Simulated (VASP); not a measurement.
B, 1 atom in the cell. The cell holds a cluster in a box, 1 atom: a = 9.000 Å, b = 9.100 Å, c = 9.200 Å, α = 90.00°, β = 90.00°, γ = 90.00°. 

```yaml
Program: VASP 6.6.1
Task: single point
Functional: PBE
Potentials_or_basis: VASP PAW PBE potentials, release 64 (B)
Cutoff: 520 eV
k_mesh: 1 × 1 × 1
Occupations: fermi-dirac, width 0.1 eV
Spin: collinear spin, ferromagnetic start
Starting_moments: "[1.0] μB"
Dipole_correction: no
Further_INCAR_settings: ALGO = Normal; EDIFF = 1e-07; NBANDS = 12
```

Potentials or basis: VASP PAW PBE potentials, release 64 (B).

Run with:

```sh
$ cat potpaw_PBE.64/B/POTCAR > POTCAR
$ mpirun -np 1 vasp_gam > vasp.out
```

Hardware: 1 thread of Intel(R) Xeon(R) Platinum 8488C (Sapphire Rapids), on a shared host.

**Question.** How long does it take, and how much memory?

**Answer.** It took 81 s on 1 thread of Intel(R) Xeon(R) Platinum 8488C (Sapphire Rapids), on a shared host, peak memory 0.89 GiB. Counts: scf iterations 24, k points 1.
